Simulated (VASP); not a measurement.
Input of a VASP 6.6.1 run:

The input INCAR:

```
  PREC = Accurate
  ENCUT = 500
  EDIFF = 1E-6
  ISMEAR = -1
  SIGMA = 0.1
  LREAL = F
  LASPH = T
  NELM = 120
  ALGO = Normal
  ISIF = 2
  LWAVE = F
  LCHARG = T
  GGA = PE
  LELF = T
  LVHAR = T
  NBANDS = 12
  GGA_COMPAT = F
```

KPOINTS

```
regular mesh
0
Gamma
  13 13 13
```

File POSCAR:

```
Sc
1.0
    0.0000000000      2.3130827664      2.3130827664
    2.3130827664      0.0000000000      2.3130827664
    2.3130827664      2.3130827664      0.0000000000
Sc
1
Direct
    0.0000000000      0.0000000000      0.0000000000
```

Potentials or basis: VASP PAW PBE potentials, release 64 (Sc_sv).

The run is started by

```console
$ cat potpaw_PBE.64/Sc_sv/POTCAR > POTCAR
$ mpirun -np 1 vasp_std > vasp.out
```

(1) Estimate the band gap on the k mesh.

(2) Predict the pressure.

Answers

(1) zero (an odd number of electrons rules out a gap without spin polarisation).

(2) 0.0 GPa.
